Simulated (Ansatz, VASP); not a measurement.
# ZnS: VASP beside Ansatz

File INCAR:

```
PREC = Accurate
ENCUT = 520
EDIFF = 1E-7
ISMEAR = 0
SIGMA = 0.05
LREAL = False
LASPH = True
NELM = 60
ALGO = Normal
ISIF = 2
LWAVE = False
LCHARG = False
GGA = PE
NBANDS = 46
```

KPOINTS

```
regular mesh
0
Gamma
  9 9 4
```

Contents of POSCAR:

```
ZnS
1.0
    4.0271219171      0.0000000000      0.0000000000
   -2.0135609585      3.4875898844      0.0000000000
    0.0000000000      0.0000000000     12.4047436412
Zn S
4 4
Direct
    0.0000000000      0.0000000000      0.0000492057
    0.0000000000      0.0000000000      0.5000492057
    0.3333333333      0.6666666667      0.2500242903
    0.6666666667      0.3333333333      0.7500242903
    0.0000000000      0.0000000000      0.1872905901
    0.0000000000      0.0000000000      0.6872905901
    0.3333333333      0.6666666667      0.4376359138
    0.6666666667      0.3333333333      0.9376359138
```

Input for Ansatz:

```yaml
crystal:
  lattice:
    - [4.0271219171, 0.0, 0.0]
    - [-2.0135609585, 3.4875898844, 0.0]
    - [0.0, 0.0, 12.4047436412]
  atoms:
    - { symbol: Zn, position: [0.0, 0.0, 4.92057e-05] }
    - { symbol: Zn, position: [0.0, 0.0, 0.5000492057] }
    - { symbol: Zn, position: [0.3333333333, 0.6666666667, 0.2500242903] }
    - { symbol: Zn, position: [0.6666666667, 0.3333333333, 0.7500242903] }
    - { symbol: S, position: [0.0, 0.0, 0.1872905901] }
    - { symbol: S, position: [0.0, 0.0, 0.6872905901] }
    - { symbol: S, position: [0.3333333333, 0.6666666667, 0.4376359138] }
    - { symbol: S, position: [0.6666666667, 0.3333333333, 0.9376359138] }
basis:
  ecutwfc: 520.0
kpoints:
  mp_grid: { grid: [9, 9, 4] }
hamiltonian:
  xc: pbe
scf:
  occupations: { method: gaussian, width: 0.05 }
output:
  forces: true
  stress: true
  eigenvalues: true
  write_density: true
  write_potential: true
  elf: true
  volumetric_format: npy
```

Alike in both runs: task single point; functional PBE; k mesh 9 × 9 × 4; occupations gaussian, width 0.05 eV; no spin polarisation.

|  | VASP | Ansatz |
| --- | --- | --- |
| version | VASP 6.6.1 | Ansatz 0.2.0 |
| potentials or method | VASP PAW PBE potentials, release 64 (Zn, S), cutoff 520 eV | scalar-relativistic, plane waves, PAW |
| valence electrons in the cell | 72 | 72 |

|  | VASP | Ansatz | Ansatz less VASP |
| --- | --- | --- | --- |
| gap on the k mesh at the Fermi level (eV) | 1.67 | 1.68 | +0.002 |
| least direct gap on the mesh (eV) | 1.67 | 1.68 | +0.002 |
| pressure (GPa) | -4.0 | -4.1 | -0.11 |
| traceless stress, the component that is largest in VASP (GPa) | 4.22 | 4.19 | -0.030 |
| rms of the force components (eV/Å) | 0.159 | 0.156 | -0.0029 |

Atom by atom the forces differ by 0.003 eV/Å (rms over components). With one functional, cell and mesh, what is left measures potentials, basis and numerics.
